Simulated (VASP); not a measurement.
As, 4 atoms in the cell. It takes space group P6_3/mmc (No. 194, hexagonal). Conventional cell: a = 2.972 Å, b = 2.972 Å, c = 10.017 Å, α = 90.00°, β = 90.00°, γ = 120.00°. As (site symmetry -3m) has 12 As at 2.97 to 3.04 Å within 3.9 Å. As (site symmetry -6m2) has 12 As at 2.97 to 3.04 Å within 3.9 Å.  This cell differs from its parent crystal: volume scaled by 1.04.

```yaml
Program: VASP 6.6.1
Task: single point
Functional: PBEsol
Potentials_or_basis: VASP PAW PBE potentials, release 64 (As)
Cutoff: 520 eV
k_mesh: 14 × 14 × 4
Occupations: fermi-dirac, width 0.1 eV
Spin: no spin polarisation
Dipole_correction: no
Further_INCAR_settings: ALGO = Normal; EDIFF = 1e-06; NBANDS = 18
```

Potentials or basis: VASP PAW PBE potentials, release 64 (As).

Run with:

```console
$ cat potpaw_PBE.64/As/POTCAR > POTCAR
$ mpirun -np 1 vasp_std > vasp.out
```

Hardware: 1 thread of Intel(R) Xeon(R) 6975P-C (Granite Rapids) (shared host).

Question: How long does it take, and how much memory?

Answer: It took 29 s on 1 thread of Intel(R) Xeon(R) 6975P-C (Granite Rapids) (shared host), peak memory 0.23 GiB. Counts: scf iterations 11, k points 72.
